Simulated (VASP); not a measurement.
# MgO (P6_3mc) in VASP: single point with PBEsol

Aim: the single point of MgO with PBEsol.

Everything below comes from runs of VASP 6.6.1. Logs are shortened: lines on timing, memory, paths and dates and some standing lists are left out, and cuts for length are marked.

### Step 1. The cell of the first run

The typed cell holds 4 atoms: a = 3.391 Å, b = 3.391 Å, c = 5.407 Å, α = 90.00°, β = 90.00°, γ = 120.00°.

### Step 2. Single point, PBEsol (strained)

Contents of INCAR:

```
SYSTEM = MgO
PREC = Accurate
ENCUT = 520
EDIFF = 1E-6
ISMEAR = 0
SIGMA = 0.02
LREAL = .FALSE.
LASPH = .TRUE.
NELM = 60
ALGO = Normal
ISIF = 2
LWAVE = .FALSE.
LCHARG = .FALSE.
GGA = PS
NBANDS = 16
```

Contents of KPOINTS:

```
regular mesh
0
G
  9 9 6
  0 0 0
```

Contents of POSCAR:

```
MgO
1.0
    3.3910439850      0.0000000000      0.0000000000
   -1.6955219925      2.9367302363      0.0000000000
    0.0000000000      0.0000000000      5.4072737018
Mg O
2 2
Direct
    0.3333333300      0.6666666700     -0.0480120314
    0.6666666700      0.3333333300      0.4519879686
    0.3333333300      0.6666666700      0.4526120314
    0.6666666700      0.3333333300      0.9526120314
```

Potentials or basis: VASP PAW PBE potentials, release 64 (Mg, O).

Run with:

```console
> cat potpaw_PBE.64/Mg/POTCAR potpaw_PBE.64/O/POTCAR > POTCAR
> mpirun -np 1 vasp_std > vasp.out
```

OUTCAR:

```text
SYSTEM = MgO
   PREC = Accurate
   ENCUT = 520
   EDIFF = 1E-6
   ISMEAR = 0
   LREAL = .FALSE.
   LASPH = .TRUE.
   NELM = 60
   ISIF = 2
   GGA = PS

 ion  position               nearest neighbor table
   1  0.333  0.667  0.952-   4 1.96   4 1.96   4 1.96   3 2.70   3 2.71   2 3.34   2 3.34   2 3.34
                             2 3.34   2 3.34   2 3.34
   2  0.667  0.333  0.452-   3 1.96   3 1.96   3 1.96   4 2.70   4 2.71   1 3.34   1 3.34   1 3.34
                             1 3.34   1 3.34   1 3.34
   3  0.333  0.667  0.453-   2 1.96   2 1.96   2 1.96   1 2.70   1 2.71
   4  0.667  0.333  0.953-   1 1.96   1 1.96   1 1.96   2 2.70   2 2.71

  LATTYP: Found a hexagonal cell.
 ALAT       =     3.3910439850
 C/A-ratio  =     1.5945749232

  Lattice vectors:

 A1 = (   3.3910439850,   0.0000000000,   0.0000000000)
 A2 = (  -1.6955219925,   2.9367302363,   0.0000000000)
 A3 = (   0.0000000000,   0.0000000000,   5.4072737018)

Analysis of symmetry for initial positions (statically):
=====================================================================
 Subroutine PRICEL returns:
 Original cell was already a primitive cell.

 Routine SETGRP: Setting up the symmetry group for a
 hexagonal supercell.

 Subroutine GETGRP returns: Found 12 space group operations
 (whereof  6 operations were pure point group operations)
 out of a pool of 24 trial point group operations.

The static configuration has the point symmetry C_3v.
 The point group associated with its full space group is C_6v.

Analysis of symmetry for dynamics (positions and initial velocities):
=====================================================================
 Subroutine PRICEL returns:
 Original cell was already a primitive cell.

 Routine SETGRP: Setting up the symmetry group for a
 hexagonal supercell.

 Subroutine GETGRP returns: Found 12 space group operations
 (whereof  6 operations were pure point group operations)
 out of a pool of 24 trial point group operations.

The dynamic configuration has the point symmetry C_3v.
 The point group associated with its full space group is C_6v.

 Subroutine INISYM returns: Found 12 space group operations
 (whereof  6 operations are pure point group operations),
 and found     1 'primitive' translations

----------------------------------------------------------------------------------------

                                     Primitive cell

  volume of cell :      53.8488

  direct lattice vectors                    reciprocal lattice vectors
     3.391043985  0.000000000  0.000000000     0.294894435  0.170257381  0.000000000
    -1.695521993  2.936730236  0.000000000     0.000000000  0.340514763  0.000000000
     0.000000000  0.000000000  5.407273702     0.000000000  0.000000000  0.184936080

  length of vectors
     3.391043985  3.391043985  5.407273702     0.340514763  0.340514763  0.184936080

  position of ions in fractional coordinates (direct lattice)
     0.333333330  0.666666670  0.951987969
     0.666666670  0.333333330  0.451987969
     0.333333330  0.666666670  0.452612031
     0.666666670  0.333333330  0.952612031

  ion indices of the primitive-cell ions
   primitive index   ion index
                 1           1
                 2           2
                 3           3
                 4           4

----------------------------------------------------------------------------------------

 KPOINTS: regular mesh

Automatic generation of k-mesh.
 Grid dimensions read from file:
 generate k-points for:    9    9    6

 Generating k-lattice:

  Cartesian coordinates                     Fractional coordinates (reciprocal lattice)
     0.032766048  0.018917487  0.000000000     0.111111111  0.000000000  0.000000000
     0.000000000  0.037834974  0.000000000     0.000000000  0.111111111  0.000000000
     0.000000000  0.000000000  0.030822680     0.000000000  0.000000000  0.166666667

  Length of vectors
     0.037834974  0.037834974  0.030822680

  Shift w.r.t. Gamma in fractional coordinates (k-lattice)
     0.000000000  0.000000000  0.000000000

 Subroutine IBZKPT returns following result:
 ===========================================

 Found     48 irreducible k-points:

 Following reciprocal coordinates:
            Coordinates               Weight
  0.000000  0.000000  0.000000      1.000000
  0.111111 -0.000000  0.000000      6.000000
  0.222222  0.000000  0.000000      6.000000
  0.333333  0.000000  0.000000      6.000000
  0.444444  0.000000  0.000000      6.000000
  0.111111  0.111111  0.000000      6.000000
[... 16 lines left out ...]
  0.333333  0.222222  0.166667     24.000000
  0.333333  0.333333  0.166667      4.000000
 [... further k-points ...]
   k-points           NKPTS =     48   k-points in BZ     NKDIM =     48   number of bands    NBANDS=     16
   number of dos      NEDOS =    301   number of ions     NIONS =      4
   total plane-waves  NPLWV =  31360
   dimension x,y,z NGX =    28 NGY =   28 NGZ =   40
   dimension x,y,z NGXF=    56 NGYF=   56 NGZF=   80
   ions per type =               2   2
   NGX,Y,Z   is equivalent  to a cutoff of  13.73, 13.73, 12.30 a.u.
   NGXF,Y,Z  is equivalent  to a cutoff of  27.45, 27.45, 24.60 a.u.
 SYSTEM =  MgO
   PREC   = accura    normal or accurate (medium, high low for compatibility)
   ISTART =      0    job   : 0-new  1-cont  2-samecut
   ICHARG =      2    charge: 1-file 2-atom 10-const
   ISPIN  =      1    spin polarized calculation?
   LNONCOLLINEAR =      F non collinear calculations
   LSORBIT =      F    spin-orbit coupling
   LASPH  =      T    aspherical Exc in radial PAW
   ENCUT  =  520.0 eV  38.22 Ry    6.18 a.u.   6.31  6.31 10.05*2*pi/ulx,y,z
   NELM   =     60;   NELMIN=  2; NELMDL= -5     # of ELM steps
   EDIFF  = 0.1E-05   stopping-criterion for ELM
   LREAL  =      F    real-space projection
   EDIFFG = 0.1E-04   stopping-criterion for IOM
   NSW    =      0    number of steps for IOM
   IBRION =     -1    ionic relax: 0-MD 1-quasi-New 2-CG
   NFREE  =      0    steps in history (QN), initial steepest desc. (CG)
   ISIF   =      2    stress and relaxation
   ISYM   =      2    0-nonsym 1-usesym 2-fastsym
   POTIM  = 0.5000    time-step for ionic-motion
   TEBEG  =    0.0;   TEEND  =   0.0 temperature during run
   PSTRESS=    0.0 pullay stress
   NELECT =      16.0000    total number of electrons
   NUPDOWN=      -1.0000    fix difference up-down
   EMIN   =  10.00;   EMAX   =-10.00  energy-range for DOS
   EFERMI =   0.00;   METHOD = LEGACY
   ISMEAR =     0;   SIGMA  =   0.02  broadening in eV -4-tet -1-fermi 0-gaus
   EFERMI_NEDOS =   21; number of points for ismear=-14 and -15
   IALGO  =     38    algorithm
   IMIX   =      4    mixing-type and parameters
     AMIX     =   0.40;   BMIX     =  1.00
     AMIX_MAG =   1.60;   BMIX_MAG =  1.00
  volume/ion in A,a.u.               =      13.46        90.85
  Fermi-wavevector in a.u.,A,eV,Ry     =   1.092420  2.064374 16.236933  1.193381
  Thomas-Fermi vector in A             =   2.228685
   LORBIT       =      0    0 simple, 1 ext, 2 COOP (PROOUT), +10 PAW based schemes
   GGA     = PS    functional components
   LHFCALC =     F    Hartree Fock is set to
   AEXX    =    0.0000 exact exchange contribution
   IVDW    =     0    specifies the selected vdW correction
   LEPSILON=     F    determine dielectric tensor
   LRPA    =     F    only Hartree local field effects (RPA)
 non-spin polarized calculation
 Gauss-broadening in eV      SIGMA  =   0.02
  energy-cutoff  :      520.00
  volume of cell :       53.85
 maximum number of plane-waves:      1466
 NGX is ok and might be reduce to    28
   NGX = 13   NGY = 13   NGZ = 21

 number of electron      16.0000001 magnetization

 Free energy of the ion-electron system (eV)
  ---------------------------------------------------
  ext. energy  EPLUGINS =         0.00000000
  ---------------------------------------------------
  free energy    TOTEN  =       -23.85741861 eV

  energy without entropy =      -23.85741861  energy(sigma->0) =      -23.85741861

 E-fermi :   0.8431     XC(G=0):  -9.4004

 val. band max:        0.6938456520   @ k =   0.0000   0.0000   0.0000
 cond. band min:       2.9584222756   @ k =   0.0000   0.0000   0.0000
 fundamental gap:      2.2645766236
 Fermi energy:         0.8430802161

 k-point     1 :       0.0000    0.0000    0.0000
  band No.  band energies     occupation
      1     -15.4860      2.00000
      2     -14.9488      2.00000
      3      -2.5016      2.00000
      4      -0.4990      2.00000
      5      -0.4990      2.00000
      6      -0.2318      2.00000
[... 8 lines left out ...]
     15      15.4904      0.00000
     16      15.4904      0.00000

 k-point     2 :       0.1111   -0.0000    0.0000
  band No.  band energies     occupation
      1     -15.4342      2.00000
      2     -14.9243      2.00000
      3      -2.3865      2.00000
      4      -0.7735      2.00000
      5      -0.5795      2.00000
      6      -0.5581      2.00000
[... 8 lines left out ...]
     15      14.9434      0.00000
     16      15.8044      0.00000

 k-point     3 :       0.2222    0.0000    0.0000
  band No.  band energies     occupation
      1     -15.2965      2.00000
      2     -14.8662      2.00000
      3      -2.0590      2.00000
      4      -1.4947      2.00000
      5      -1.0955      2.00000
      6      -0.6864      2.00000
[... 8 lines left out ...]
     15      14.4418      0.00000
     16      14.6773      0.00000

 k-point     4 :       0.3333    0.0000    0.0000
  band No.  band energies     occupation
      1     -15.1218      2.00000
      2     -14.8121      2.00000
      3      -2.1573      2.00000
      4      -1.5806      2.00000
      5      -1.5584      2.00000
      6      -0.8130      2.00000
[... 8 lines left out ...]
     15      13.8777      0.00000
     16      14.8269      0.00000

 k-point     5 :       0.4444    0.0000    0.0000
  band No.  band energies     occupation
      1     -14.9840      2.00000
      2     -14.7964      2.00000
      3      -2.5309      2.00000
      4      -1.8285      2.00000
      5      -1.1085      2.00000
      6      -0.8890      2.00000
[... 8 lines left out ...]
     15      13.4699      0.00000
     16      15.0699      0.00000

 k-point     6 :       0.1111    0.1111    0.0000
  band No.  band energies     occupation
      1     -15.3394      2.00000
      2     -14.8831      2.00000
      3      -2.1650      2.00000
      4      -1.2138      2.00000
      5      -1.0617      2.00000
      6      -0.5758      2.00000
[... 8 lines left out ...]
     15      14.2975      0.00000
     16      14.8129      0.00000
[... 267 lines left out ...]
 k-point    21 :       0.4444    0.1111    0.1667
  band No.  band energies     occupation
      1     -14.9321      2.00000
      2     -14.8067      2.00000
      3      -2.5299      2.00000
      4      -1.9480      2.00000
      5      -1.0994      2.00000
      6      -0.7297      2.00000
[... 8 lines left out ...]
     15      12.7608      0.00000
     16      15.0393      0.00000

 k-point    22 :       0.2222    0.2222    0.1667
  band No.  band energies     occupation
      1     -15.0207      2.00000
      2     -14.8113      2.00000
      3      -2.1491      2.00000
      4      -1.9071      2.00000
      5      -1.0566      2.00000
      6      -1.0053      2.00000
[... 8 lines left out ...]
     15      11.7849      0.00000
     16      15.6455      0.00000

 k-point    23 :       0.3333    0.2222    0.1667
  band No.  band energies     occupation
      1     -14.9082      2.00000
      2     -14.8055      2.00000
      3      -2.2937      2.00000
      4      -1.8284      2.00000
      5      -1.3973      2.00000
      6      -0.8832      2.00000
[... 8 lines left out ...]
     15      12.1543      0.00000
     16      15.5198      0.00000

 k-point    24 :       0.3333    0.3333    0.1667
  band No.  band energies     occupation
      1     -14.8365      2.00000
      2     -14.8365      2.00000
      3      -2.1283      2.00000
      4      -1.6984      2.00000
      5      -1.6984      2.00000
      6      -1.1381      2.00000
[... 8 lines left out ...]
     15      12.2461      0.00000
     16      16.4405      0.00000

 [... further k-points ...]
[... 5 lines left out ...]
  --------------------------------------------------------------------------------------
  -------------------------------------------------------------------------------------
  Total       -1.4768229     -1.4768229     -4.5566652      0.0000000     -0.0000000      0.0000000
  in kB      -43.9403157    -43.9403157   -135.5757051      0.0000000     -0.0000000      0.0000000
  external PRESSURE =     -74.4854455 kB  Pullay stress =       0.0000000 kB

 VOLUME and BASIS-vectors are now :
 -----------------------------------------------------------------------------
  energy-cutoff  :      520.00
  volume of cell :       53.85
      direct lattice vectors                 reciprocal lattice vectors
     3.391043985  0.000000000  0.000000000     0.294894435  0.170257381  0.000000000
    -1.695521993  2.936730236  0.000000000     0.000000000  0.340514763  0.000000000
     0.000000000  0.000000000  5.407273702     0.000000000  0.000000000  0.184936080

 POSITION                                       TOTAL-FORCE (eV/Angst)
 -----------------------------------------------------------------------------------
     -0.00000      1.95782      5.14766         0.000000     -0.000000     -0.007276
      1.69552      0.97891      2.44402         0.000000     -0.000000     -0.007276
     -0.00000      1.95782      2.44740        -0.000000      0.000000      0.007276
      1.69552      0.97891      5.15103         0.000000     -0.000000      0.007276
 -----------------------------------------------------------------------------------
    total drift:                               -0.000017      0.000009      0.000726

  FREE ENERGIE OF THE ION-ELECTRON SYSTEM (eV)
  ---------------------------------------------------
  free  energy   TOTEN  =       -23.8574186112 eV

  energy  without entropy=      -23.8574186112  energy(sigma->0) =      -23.85741861
```

Wall time 15 s (1 thread of Intel Xeon 6975P-C (Granite Rapids), shared host); peak memory 0.19 GiB.

Results:

```
Free energy            : -23.8574 eV
Pressure               : -7.4 GPa
Largest force          : 0.007 eV/Å
Band gap on the k mesh : 2.26 eV, direct
```

Forces in eV/Å, atoms in the order of the input:
```
Mg   0.000  0.000 -0.007
Mg   0.000  0.000 -0.007
O    0.000  0.000  0.007
O    0.000  0.000  0.007
```

Caveat: the cell differs from its parent crystal (strained); the PAW data sets were made with another functional, which shifts forces and pressure a little.
